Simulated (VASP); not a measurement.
Input of a VASP 6.6.1 run:

INCAR

```
SYSTEM = Si3Cl
PREC     = Accurate       ! precision mode
ENCUT    = 500            ! plane-wave cutoff, eV
EDIFF    = 1E-6           ! SCF threshold, eV
ISMEAR   = 0              ! smearing method
SIGMA    = 0.1            ! smearing width, eV
LREAL    = .False.        ! projectors in reciprocal space
LASPH    = .True.         ! aspherical terms in the spheres
NELM     = 120            ! most SCF steps
ALGO     = Normal         ! electronic algorithm
ISIF     = 2              ! what is computed and relaxed
LWAVE    = .False.        ! write WAVECAR
LCHARG   = .False.        ! write CHGCAR
GGA      = PE             ! functional
NBANDS   = 18             ! bands
GGA_COMPAT= .False.
```

File KPOINTS:

```
Automatic mesh
0
Gamma
  4 4 4
  0 0 0
```

The input POSCAR:

```
Si3Cl
1.0
    4.8756811625      0.0000000000      0.0000000000
    0.0000000000      4.8756811625      0.0000000000
    0.0000000000      0.0000000000      4.8756811625
Si Cl
3 1
Direct
    0.5000000000      0.0000000000      0.0000000000
    0.0000000000      0.5000000000      0.0000000000
    0.0000000000      0.0000000000      0.5000000000
    0.0000000000      0.0000000000      0.0000000000
```

Potentials or basis: VASP PAW PBE potentials, release 64 (Si, Cl).

Launch:

```bash
$ cat potpaw_PBE.64/Si/POTCAR potpaw_PBE.64/Cl/POTCAR > POTCAR
$ mpirun -np 1 vasp_std > vasp.out
```

Predict the pressure.

0.1 GPa.

What does it give for the band gap on the k mesh?

Zero (an odd number of electrons rules out a gap without spin polarisation).

Caveat: an odd number of electrons without spin polarisation forces a metal; a magnetic or distorted state may lie lower.
